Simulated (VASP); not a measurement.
The system is BaS.

```xyz
2
Lattice="3.8207 0.0000 0.0000 0.0000 3.8207 0.0000 0.0000 0.0000 3.8207" Properties=species:S:1:pos:R:3 pbc="T T T"
Ba    0.0000    0.0000    0.0000
S     1.9104    1.9104    1.9104
```

This cell differs from its parent crystal: strain -0.3%.

Program: VASP 6.6.1. Alike in all runs: task single point; potentials or basis VASP PAW PBE potentials, release 64 (Ba_sv, S); no spin polarisation; cell as given; cutoff (eV) 520.

Order these runs on this cell by their band gap on the k mesh, lowest first.
A. level HSE06; k mesh 4 × 4 × 4; smearing gaussian 0.01 eV; grid for exact exchange (PRECFOCK) Normal; screening parameter 0.2079 1/Å
B. level PBE; k mesh 6 × 6 × 6; smearing fermi-dirac 0.02 eV
C. level r2SCAN; k mesh 6 × 6 × 6; smearing gaussian 0.01 eV

B (1.42 eV), C (1.79 eV), A (2.32 eV).

Caveats: spin-orbit coupling is left out, which moves the levels of the heavy elements.

A k mesh can miss the band edges.
